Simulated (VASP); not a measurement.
Write the native input for VASP 6.6.1 that does the following.

```
Task                   : single point
Functional             : PBEsol
Potentials or basis    : VASP PAW PBE potentials, release 64 (Te, Pb_d)
Cutoff                 : 520 eV
k mesh                 : 8 × 8 × 8
Occupations            : gaussian, width 0.05 eV
Spin                   : no spin polarisation
Dipole correction      : no
Further INCAR settings : ALGO = Normal; EDIFF = 1e-06; NBANDS = 17
```

The structure of TePb lies in POSCAR:

```
TePb
1.0
    0.0000000000      3.7252993776      2.4214445955
    3.7252993776      0.0000000000      2.4214445955
    3.7252993776      3.7252993776      0.0000000000
Te Pb
1 1
Direct
    0.5000000000      0.5000000000      0.5000000000
    0.0000000000      0.0000000000      0.0000000000
```

This cell differs from its parent crystal: ratio of the length along z to the lengths across it x 0.65, volume and fractional coordinates fixed.

One way to write it, as run:

INCAR

```
SYSTEM = TePb
ALGO = Normal
EDIFF = 1E-6
ENCUT = 520
GGA = PS
ISIF = 2
ISMEAR = 0
LASPH = .True.
LCHARG = .True.
LELF = .True.
LREAL = .False.
LVHAR = .True.
LWAVE = .False.
NBANDS = 17
NELM = 100
PREC = Accurate
SIGMA = 0.05
```

KPOINTS

```
k-points
0
Gamma
  8 8 8
  0 0 0
```

Potentials or basis: VASP PAW PBE potentials, release 64 (Te, Pb_d).

The run is started by

```bash
$ cat potpaw_PBE.64/Te/POTCAR potpaw_PBE.64/Pb_d/POTCAR > POTCAR
$ mpirun -np 1 vasp_std > vasp.out
```

It gave:

```json
{
 "Pressure": "22.8 GPa",
 "Band gap on the k mesh": "zero (bands 10 and 11 overlap by 2.07 eV)"
}
```

Caveat: the cell stands under pressure; the PAW data sets were made with another functional, which shifts forces and pressure a little; spin-orbit coupling is left out, which moves the levels of the heavy elements.

Wall time 52 s on 1 thread of Intel(R) Xeon(R) Platinum 8259CL CPU @ 2.50GHz (Skylake/Cascade Lake), with other jobs on the host, peak memory 0.26 GiB.
